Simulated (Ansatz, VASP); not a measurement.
**Two plane-wave programs on Sb**

Contents of INCAR:

```
PREC = Accurate
ENCUT = 520
EDIFF = 1E-6
ISMEAR = -1
SIGMA = 0.05
LREAL = F
LASPH = T
NELM = 150
ALGO = Normal
ISIF = 2
LWAVE = F
LCHARG = T
MAGMOM = 0 0 0
LORBIT = 11
LSORBIT = T
GGA_COMPAT = F
LORBMOM = T
GGA = PS
LVHAR = T
NBANDS = 16
```

File KPOINTS:

```
regular mesh
0
Gamma
  7 7 7
```

POSCAR

```
Sb
1.0
   -1.8713408863      1.8713408863      1.8713408863
    1.8713408863     -1.8713408863      1.8713408863
    1.8713408863      1.8713408863     -1.8713408863
Sb
1
Direct
    0.0000000000      0.0000000000      0.0000000000
```

input.yaml

```yaml
crystal:
  lattice:
    - [-1.8713408863, 1.8713408863, 1.8713408863]
    - [1.8713408863, -1.8713408863, 1.8713408863]
    - [1.8713408863, 1.8713408863, -1.8713408863]
  atoms:
    - { symbol: Sb, position: [0.0, 0.0, 0.0] }
hamiltonian:
  xc: pbesol
  pseudopotentials: { kind: paw_fr }
magnetization:
  noncollinear: true
  spin_orbit: true
kpoints:
  mp_grid: { grid: [7, 7, 7] }
  band_path:
    path:
      - [[0.0, 0.0, 0.0], [0.5, -0.5, 0.5], [0.0, 0.0, 0.5], [0.0, 0.0, 0.0], [0.25, 0.25, 0.25], [0.5, -0.5, 0.5]]
      - [[0.25, 0.25, 0.25], [0.0, 0.0, 0.5]]
    npoints: 14
scf:
  occupations: { method: fermi_dirac, width: 0.05 }
  n_extra_bands: 6
output:
  forces: true
  stress: true
  eigenvalues: true
  fatbands: true
```

Alike in both runs: functional PBEsol; k mesh 7 × 7 × 7; occupations fermi-dirac, width 0.05 eV; non-collinear spin, spin-orbit coupling.

|  | VASP | Ansatz |
| --- | --- | --- |
| version | VASP 6.6.1 | Ansatz 0.2.0 |
| potentials or method | VASP PAW PBE potentials, release 64 (Sb) | Ansatz PAW |
| plane-wave cutoff (eV) | 520 | 420 |
| valence electrons in the cell | 5 | 15 |
| task | single point | band structure |

|  | VASP | Ansatz | Ansatz less VASP |
| --- | --- | --- | --- |
| pressure (GPa) | -0.6 | -0.5 | +0.06 |
| net moment per atom (μB) | 0.00 | 0.00 | 0.000 |

VASP's potentials were made for PBE, not for PBEsol. VASP's potentials hold 5 valence electrons a cell and Ansatz's 15, so a difference there can come from the potentials and not from the codes.
